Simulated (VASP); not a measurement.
# AlGaN2 (P-4m2) in VASP: notebook

Runs on AlGaN2. Level: r2SCAN. Tasks: single point.

Everything below comes from runs of VASP 6.6.1. Logs are shortened: lines on timing, memory, paths and dates and some standing lists are left out, and cuts for length are marked.

## (1) The cell of the first run

The structure is tetragonal, space group P-4m2 (No. 115). The conventional cell has a = 3.047 Å, b = 3.047 Å, c = 4.357 Å, α = 90.00°, β = 90.00°, γ = 90.00°. Within 2.4 Å of Al (site symmetry -4m2) lie 4 N at 1.84 Å. Ga (site symmetry -4m2) has 4 N at 1.90 Å within 2.5 Å. N (site symmetry 2mm) has 2 Al at 1.84 Å and 2 Ga at 1.90 Å within 2.4 Å.

## (2) Single point, r2SCAN (strain -0.030 along x and y, -0.015 along z)

File POSCAR:

```
AlGaN2
1.0
    3.0466507372      0.0000000000      0.0000000000
    0.0000000000      3.0466507372      0.0000000000
    0.0000000000      0.0000000000      4.3574803709
Al Ga N
1 1 2
Direct
    0.5000000000      0.5000000000      0.5000000000
    0.0000000000      0.0000000000      0.0000000000
    0.5000000000      0.0000000000      0.7382648100
    0.0000000000      0.5000000000      0.2617351900
```

File INCAR.step1:

```
SYSTEM = AlGaN2
PREC = Accurate ; ENCUT = 1460
ISMEAR = 0 ; SIGMA = 0.05
LREAL = .False. ; LASPH = .True.
NELM = 120 ; NBANDS = 21
GGA = PE ; ALGO = Normal
EDIFF = 1E-5 ; LWAVE = .True.
LCHARG = .False. ; GGA_COMPAT = .False.
```

File INCAR.step2:

```
SYSTEM = AlGaN2
PREC = Accurate ; ENCUT = 1460
EDIFF = 1E-6 ; ISMEAR = 0
SIGMA = 0.05 ; LREAL = .False.
LASPH = .True. ; NELM = 120
ALGO = Normal ; ISIF = 2
LWAVE = .False. ; LCHARG = .False.
METAGGA = R2SCAN ; LMIXTAU = .True.
NBANDS = 21 ; ISTART = 1
GGA_COMPAT = .False.
```

File KPOINTS:

```
regular mesh
0
Gamma
  8 8 6
  0 0 0
```

Potentials or basis: VASP PAW PBE potentials, release 64 (Al, Ga_d, N_h).

Started as:

```bash
> cat potpaw_PBE.64/Al/POTCAR potpaw_PBE.64/Ga_d/POTCAR potpaw_PBE.64/N_h/POTCAR > POTCAR
> cp INCAR.step1 INCAR
> mpirun -np 1 vasp_std > vasp.out
> cp INCAR.step2 INCAR
> mpirun -np 1 vasp_std > vasp.out
```

OUTCAR:

```text
SYSTEM = AlGaN2
   PREC = Accurate
   ENCUT = 1460
   EDIFF = 1E-6
   ISMEAR = 0
   LREAL = .False.
   LASPH = .True.
   NELM = 120
   ISIF = 2
   METAGGA = R2SCAN
   ISTART = 1

 ion  position               nearest neighbor table
   1  0.500  0.500  0.500-   3 1.84   4 1.84   3 1.84   4 1.84   2 3.06   2 3.06   2 3.06   2 3.06
                             2 3.06   2 3.06   2 3.06   2 3.06
   2  0.000  0.000  0.000-   3 1.90   4 1.90   4 1.90   3 1.90   1 3.06   1 3.06   1 3.06   1 3.06
                             1 3.06   1 3.06   1 3.06   1 3.06
   3  0.500  0.000  0.738-   1 1.84   1 1.84   2 1.90   2 1.90
   4  0.000  0.500  0.262-   1 1.84   1 1.84   2 1.90   2 1.90

  LATTYP: Found a simple tetragonal cell.
 ALAT       =     3.0466507372
 C/A-ratio  =     1.4302526764

  Lattice vectors:

 A1 = (   3.0466507372,   0.0000000000,   0.0000000000)
 A2 = (   0.0000000000,   3.0466507372,   0.0000000000)
 A3 = (   0.0000000000,   0.0000000000,   4.3574803709)

Analysis of symmetry for initial positions (statically):
=====================================================================
 Subroutine PRICEL returns:
 Original cell was already a primitive cell.

 Routine SETGRP: Setting up the symmetry group for a
 simple tetragonal supercell.

 Subroutine GETGRP returns: Found  8 space group operations
 (whereof  8 operations were pure point group operations)
 out of a pool of 16 trial point group operations.

The static configuration has the point symmetry D_2d.

Analysis of symmetry for dynamics (positions and initial velocities):
=====================================================================
 Subroutine PRICEL returns:
 Original cell was already a primitive cell.

 Routine SETGRP: Setting up the symmetry group for a
 simple tetragonal supercell.

 Subroutine GETGRP returns: Found  8 space group operations
 (whereof  8 operations were pure point group operations)
 out of a pool of 16 trial point group operations.

The dynamic configuration has the point symmetry D_2d.

 Subroutine INISYM returns: Found  8 space group operations
 (whereof  8 operations are pure point group operations),
 and found     1 'primitive' translations

----------------------------------------------------------------------------------------

                                     Primitive cell

  volume of cell :      40.4465

  direct lattice vectors                    reciprocal lattice vectors
     3.046650737  0.000000000  0.000000000     0.328229287  0.000000000  0.000000000
     0.000000000  3.046650737  0.000000000     0.000000000  0.328229287  0.000000000
     0.000000000  0.000000000  4.357480371     0.000000000  0.000000000  0.229490420

  length of vectors
     3.046650737  3.046650737  4.357480371     0.328229287  0.328229287  0.229490420

  position of ions in fractional coordinates (direct lattice)
     0.500000000  0.500000000  0.500000000
     0.000000000  0.000000000  0.000000000
     0.500000000  0.000000000  0.738264810
     0.000000000  0.500000000  0.261735190

  ion indices of the primitive-cell ions
   primitive index   ion index
                 1           1
                 2           2
                 3           3
                 4           4

----------------------------------------------------------------------------------------

 KPOINTS: regular mesh

Automatic generation of k-mesh.
 Grid dimensions read from file:
 generate k-points for:    8    8    6

 Generating k-lattice:

  Cartesian coordinates                     Fractional coordinates (reciprocal lattice)
     0.041028661  0.000000000  0.000000000     0.125000000  0.000000000  0.000000000
     0.000000000  0.041028661  0.000000000     0.000000000  0.125000000  0.000000000
     0.000000000  0.000000000  0.038248403     0.000000000  0.000000000  0.166666667

  Length of vectors
     0.041028661  0.041028661  0.038248403

  Shift w.r.t. Gamma in fractional coordinates (k-lattice)
     0.000000000  0.000000000  0.000000000

 Subroutine IBZKPT returns following result:
 ===========================================

 Found     60 irreducible k-points:

 Following reciprocal coordinates:
            Coordinates               Weight
  0.000000  0.000000  0.000000      1.000000
  0.125000  0.000000  0.000000      4.000000
  0.250000  0.000000  0.000000      4.000000
  0.375000  0.000000  0.000000      4.000000
  0.500000  0.000000  0.000000      2.000000
  0.125000  0.125000  0.000000      4.000000
[... 16 lines left out ...]
  0.375000  0.125000  0.166667     16.000000
  0.500000  0.125000  0.166667      8.000000
 [... further k-points ...]
   k-points           NKPTS =     60   k-points in BZ     NKDIM =     60   number of bands    NBANDS=     21
   number of dos      NEDOS =    301   number of ions     NIONS =      4
   total plane-waves  NPLWV =  86400
   dimension x,y,z NGX =    40 NGY =   40 NGZ =   54
   dimension x,y,z NGXF=    80 NGYF=   80 NGZF=  108
   ions per type =               1   1   2
   NGX,Y,Z   is equivalent  to a cutoff of  21.83, 21.83, 20.60 a.u.
   NGXF,Y,Z  is equivalent  to a cutoff of  43.65, 43.65, 41.20 a.u.
 SYSTEM =  AlGaN2
   PREC   = accura    normal or accurate (medium, high low for compatibility)
   ISTART =      1    job   : 0-new  1-cont  2-samecut
   ICHARG =      0    charge: 1-file 2-atom 10-const
   ISPIN  =      1    spin polarized calculation?
   LNONCOLLINEAR =      F non collinear calculations
   LSORBIT =      F    spin-orbit coupling
   LASPH  =      T    aspherical Exc in radial PAW
   ENCUT  = 1460.0 eV 107.31 Ry   10.36 a.u.   9.49  9.49 13.58*2*pi/ulx,y,z
   NELM   =    120;   NELMIN=  2; NELMDL=  0     # of ELM steps
   EDIFF  = 0.1E-05   stopping-criterion for ELM
   LREAL  =      F    real-space projection
[... 7 lines left out ...]
   TEBEG  =    0.0;   TEEND  =   0.0 temperature during run
   PSTRESS=    0.0 pullay stress
   NELECT =      26.0000    total number of electrons
   NUPDOWN=      -1.0000    fix difference up-down
   EMIN   =  10.00;   EMAX   =-10.00  energy-range for DOS
   EFERMI =   0.00;   METHOD = LEGACY
   ISMEAR =     0;   SIGMA  =   0.05  broadening in eV -4-tet -1-fermi 0-gaus
   EFERMI_NEDOS =   21; number of points for ismear=-14 and -15
   IALGO  =     38    algorithm
   IMIX   =      4    mixing-type and parameters
     AMIX     =   0.40;   BMIX     =  1.00
     AMIX_MAG =   1.60;   BMIX_MAG =  1.00
  volume/ion in A,a.u.               =      10.11        68.24
  Fermi-wavevector in a.u.,A,eV,Ry     =   1.412881  2.669959 27.160408  1.996234
  Thomas-Fermi vector in A             =   2.534584
   LORBIT       =      0    0 simple, 1 ext, 2 COOP (PROOUT), +10 PAW based schemes
   METAGGA = R2SCAN    functional components
   LHFCALC =     F    Hartree Fock is set to
   AEXX    =    0.0000 exact exchange contribution
   IVDW    =     0    specifies the selected vdW correction
   LEPSILON=     F    determine dielectric tensor
   LRPA    =     F    only Hartree local field effects (RPA)
 non-spin polarized calculation
 Gauss-broadening in eV      SIGMA  =   0.05
  energy-cutoff  :     1460.00
  volume of cell :       40.45
 maximum number of plane-waves:      5175
 NGX is ok and might be reduce to    40
   NGX = 19   NGY = 19   NGZ = 27

 number of electron      26.0000001 magnetization

 Free energy of the ion-electron system (eV)
  ---------------------------------------------------
  ext. energy  EPLUGINS =         0.00000000
  ---------------------------------------------------
  free energy    TOTEN  =       -40.90476463 eV

  energy without entropy =      -40.90476463  energy(sigma->0) =      -40.90476463

 E-fermi :   6.7562     XC(G=0): -12.4647

 val. band max:        6.5366726858   @ k =   0.0000   0.0000   0.0000
 cond. band min:      10.3627780471   @ k =   0.5000   0.5000   0.0000
 fundamental gap:      3.8261053613
 Fermi energy:         6.7561893571

 k-point     1 :       0.0000    0.0000    0.0000
  band No.  band energies     occupation
      1     -10.3498      2.00000
      2      -8.4588      2.00000
      3      -6.8029      2.00000
      4      -6.8029      2.00000
      5      -6.7291      2.00000
      6      -6.5263      2.00000
[... 13 lines left out ...]
     20      20.9897      0.00000
     21      23.5822      0.00000

 k-point     2 :       0.1250    0.0000    0.0000
  band No.  band energies     occupation
      1     -10.1996      2.00000
      2      -8.4605      2.00000
      3      -6.8215      2.00000
      4      -6.7992      2.00000
      5      -6.6982      2.00000
      6      -6.5411      2.00000
[... 13 lines left out ...]
     20      20.7740      0.00000
     21      22.9844      0.00000

 k-point     3 :       0.2500    0.0000    0.0000
  band No.  band energies     occupation
      1      -9.7910      2.00000
      2      -8.4848      2.00000
      3      -6.8197      2.00000
      4      -6.7903      2.00000
      5      -6.6115      2.00000
      6      -6.5765      2.00000
[... 13 lines left out ...]
     20      20.1842      0.00000
     21      21.6841      0.00000

 k-point     4 :       0.3750    0.0000    0.0000
  band No.  band energies     occupation
      1      -9.2633      2.00000
      2      -8.5772      2.00000
      3      -6.7811      2.00000
      4      -6.7667      2.00000
      5      -6.6117      2.00000
      6      -6.4299      2.00000
[... 13 lines left out ...]
     20      19.9058      0.00000
     21      20.5964      0.00000

 k-point     5 :       0.5000    0.0000    0.0000
  band No.  band energies     occupation
      1      -8.8768      2.00000
      2      -8.7629      2.00000
      3      -6.7771      2.00000
      4      -6.7339      2.00000
      5      -6.6262      2.00000
      6      -6.1544      2.00000
[... 13 lines left out ...]
     20      19.9853      0.00000
     21      20.0073      0.00000
[... 382 lines left out ...]
     20      20.0564      0.00000
     21      21.8037      0.00000

 k-point    22 :       0.2500    0.1250    0.1667
  band No.  band energies     occupation
      1      -9.5678      2.00000
      2      -8.5173      2.00000
      3      -6.8183      2.00000
      4      -6.7563      2.00000
      5      -6.6167      2.00000
      6      -6.5646      2.00000
[... 13 lines left out ...]
     20      20.0960      0.00000
     21      20.9366      0.00000

 k-point    23 :       0.3750    0.1250    0.1667
  band No.  band energies     occupation
      1      -9.1136      2.00000
      2      -8.5642      2.00000
      3      -6.7924      2.00000
      4      -6.7048      2.00000
      5      -6.6401      2.00000
      6      -6.3678      2.00000
[... 13 lines left out ...]
     20      20.1195      0.00000
     21      20.5486      0.00000

 k-point    24 :       0.5000    0.1250    0.1667
  band No.  band energies     occupation
      1      -8.8201      2.00000
      2      -8.6785      2.00000
      3      -6.7831      2.00000
      4      -6.6791      2.00000
      5      -6.6569      2.00000
      6      -6.0897      2.00000
[... 13 lines left out ...]
     20      20.1657      0.00000
     21      20.3232      0.00000

 [... further k-points ...]
[... 5 lines left out ...]
  --------------------------------------------------------------------------------------
  -------------------------------------------------------------------------------------
  Total        4.7192251      4.7192251      4.1622985      0.0000000      0.0000000      0.0000000
  in kB      186.9392482    186.9392482    164.8781183      0.0000000      0.0000000      0.0000000
  external PRESSURE =     179.5855383 kB  Pullay stress =       0.0000000 kB

 VOLUME and BASIS-vectors are now :
 -----------------------------------------------------------------------------
  energy-cutoff  :     1460.00
  volume of cell :       40.45
      direct lattice vectors                 reciprocal lattice vectors
     3.046650737  0.000000000  0.000000000     0.328229287  0.000000000  0.000000000
     0.000000000  3.046650737  0.000000000     0.000000000  0.328229287  0.000000000
     0.000000000  0.000000000  4.357480371     0.000000000  0.000000000  0.229490420

 POSITION                                       TOTAL-FORCE (eV/Angst)
 -----------------------------------------------------------------------------------
      1.52333      1.52333      2.17874        -0.000000      0.000000      0.000000
      0.00000      0.00000      0.00000         0.000000     -0.000000      0.000000
      1.52333      0.00000      3.21697        -0.000000     -0.000000      0.016217
      0.00000      1.52333      1.14051        -0.000000     -0.000000     -0.016217
 -----------------------------------------------------------------------------------
    total drift:                               -0.000000      0.000000     -0.000000

  FREE ENERGIE OF THE ION-ELECTRON SYSTEM (eV)
  ---------------------------------------------------
  free  energy   TOTEN  =       -40.9047646316 eV

  energy  without entropy=      -40.9047646316  energy(sigma->0) =      -40.90476463
```

It took 9.5 min on 1 thread of Intel Xeon Platinum 8259CL at 2.50GHz (Skylake/Cascade Lake), shared host; peak memory 0.49 GiB.

Results:

```yaml
Free_energy: -40.9048 eV
Pressure: 18.0 GPa
Largest_force: 0.016 eV/Å
Band_gap_on_the_k_mesh: 3.83 eV (least direct gap 3.93 eV)
```

Forces on the atoms (eV/Å):
```
Al   0.000  0.000  0.000
Ga   0.000  0.000  0.000
N    0.000  0.000  0.016
N    0.000  0.000 -0.016
```

Levels at points of the mesh, in eV from the valence-band top:
| k point | band 9 | band 10 | band 11 | band 12 | band 13 | band 14 | band 15 | band 16 | band 17 | band 18 |
| --- | --- | --- | --- | --- | --- | --- | --- | --- | --- | --- |
| (0.00, 0.00, 0.00) | -2.52 | -2.52 | -0.34 | 0.00 | 0.00 | 3.93 | 4.23 | 8.98 | 12.68 | 12.68 |
| (0.50, 0.00, 0.00) | -4.81 | -3.28 | -3.17 | -1.09 | -0.67 | 8.10 | 8.44 | 9.22 | 9.82 | 11.53 |
| (0.50, 0.50, 0.00) | -5.23 | -2.59 | -2.57 | -2.56 | -2.56 | 3.83 | 3.83 | 7.33 | 9.87 | 14.41 |
| (0.00, 0.00, 0.50) | -2.68 | -1.74 | -1.74 | -1.01 | -1.01 | 6.15 | 6.31 | 9.36 | 10.70 | 12.16 |
| (0.50, 0.00, 0.50) | -6.71 | -1.07 | -1.06 | -0.74 | -0.54 | 6.40 | 7.86 | 10.46 | 10.78 | 11.43 |
| (0.50, 0.50, 0.50) | -4.62 | -4.41 | -3.59 | -3.53 | -3.53 | 6.85 | 6.85 | 10.41 | 12.06 | 12.27 |

Caveat: the cell differs from its parent crystal (strain -0.030 along x and y, -0.015 along z); the cell stands under pressure; the PAW data sets were made with another functional, which shifts forces and pressure a little. A k mesh can miss the band edges.

## (3) Single point, r2SCAN (strain -0.030 along x and y, -0.030 along z)

POSCAR, as its differences from that of step 2:

```diff
@@ -4,3 +4,3 @@
     0.0000000000      3.0466507372      0.0000000000
-    0.0000000000      0.0000000000      4.3574803709
+    0.0000000000      0.0000000000      4.2911228018
 Al Ga N
```

File INCAR.step1:

```
SYSTEM = AlGaN2
ALGO     = Normal         ! electronic algorithm
EDIFF    = 1E-5           ! SCF threshold, eV
ENCUT    = 1460           ! plane-wave cutoff, eV
GGA      = PE             ! functional
GGA_COMPAT= .FALSE.      
ISMEAR   = 0              ! smearing method
LASPH    = .TRUE.         ! aspherical terms in the spheres
LCHARG   = .FALSE.        ! write CHGCAR
LREAL    = .FALSE.        ! projectors in reciprocal space
LWAVE    = .TRUE.         ! write WAVECAR
NBANDS   = 21             ! bands
NELM     = 120            ! most SCF steps
PREC     = Accurate       ! precision mode
SIGMA    = 0.05           ! smearing width, eV
```

File INCAR.step2:

```
SYSTEM = AlGaN2
ALGO     = Normal         ! electronic algorithm
EDIFF    = 1E-6           ! SCF threshold, eV
ENCUT    = 1460           ! plane-wave cutoff, eV
GGA_COMPAT= .FALSE.      
ISIF     = 2              ! what is computed and relaxed
ISMEAR   = 0              ! smearing method
ISTART   = 1            
LASPH    = .TRUE.         ! aspherical terms in the spheres
LCHARG   = .TRUE.         ! write CHGCAR
LELF     = .TRUE.         ! ELF
LMIXTAU  = .TRUE.       
LREAL    = .FALSE.        ! projectors in reciprocal space
LVHAR    = .TRUE.       
LWAVE    = .FALSE.        ! write WAVECAR
METAGGA  = R2SCAN         ! meta-GGA
NBANDS   = 21             ! bands
NELM     = 120            ! most SCF steps
PREC     = Accurate       ! precision mode
SIGMA    = 0.05           ! smearing width, eV
```

File KPOINTS:

```
k-points
0
G
  8 8 6
  0 0 0
```

Potentials or basis: VASP PAW PBE potentials, release 64 (Al, Ga_d, N_h).

Started as:

```bash
> cat potpaw_PBE.64/Al/POTCAR potpaw_PBE.64/Ga_d/POTCAR potpaw_PBE.64/N_h/POTCAR > POTCAR
> cp INCAR.step1 INCAR
> mpirun -np 1 vasp_std > vasp.out
> cp INCAR.step2 INCAR
> mpirun -np 1 vasp_std > vasp.out
```

It took 9 min on 1 thread of Intel Xeon Platinum 8259CL at 2.50GHz (Skylake/Cascade Lake), shared host; peak memory 0.49 GiB.

It converged, with:

| Quantity | Value |
| --- | --- |
| Free energy | -40.8298 eV |
| Pressure | 22.3 GPa |
| Largest force | 0.022 eV/Å |
| Band gap on the k mesh | 3.89 eV (least direct gap 4.07 eV) |

Forces on the atoms (eV/Å):
```
Al   0.000  0.000  0.000
Ga   0.000  0.000  0.000
N    0.000  0.000 -0.022
N    0.000  0.000  0.022
```

Stress tensor (GPa, compression positive):
```
22.38  0.00  0.00
 0.00 22.38  0.00
 0.00  0.00 22.20
```

Levels at points of the mesh, in eV from the valence-band top:
| k point | band 10 | band 11 | band 12 | band 13 | band 14 | band 15 | band 16 | band 17 |
| --- | --- | --- | --- | --- | --- | --- | --- | --- |
| (0.00, 0.00, 0.00) | -2.63 | -0.29 | 0.00 | 0.00 | 4.07 | 4.20 | 8.91 | 12.84 |
| (0.50, 0.00, 0.00) | -3.25 | -3.11 | -1.15 | -0.73 | 8.15 | 8.58 | 9.18 | 9.88 |
| (0.50, 0.50, 0.00) | -2.57 | -2.54 | -2.54 | -2.54 | 3.89 | 3.89 | 7.56 | 10.02 |
| (0.00, 0.00, 0.50) | -1.81 | -1.81 | -1.05 | -1.05 | 6.26 | 6.45 | 9.51 | 10.71 |
| (0.50, 0.00, 0.50) | -1.13 | -1.01 | -0.64 | -0.59 | 6.58 | 8.01 | 10.56 | 10.88 |
| (0.50, 0.50, 0.50) | -4.48 | -3.63 | -3.58 | -3.58 | 7.01 | 7.01 | 10.66 | 12.14 |

Caveat: the cell differs from its parent crystal (strain -0.030 along x and y, -0.030 along z); the cell stands under pressure; the PAW data sets were made with another functional, which shifts forces and pressure a little.
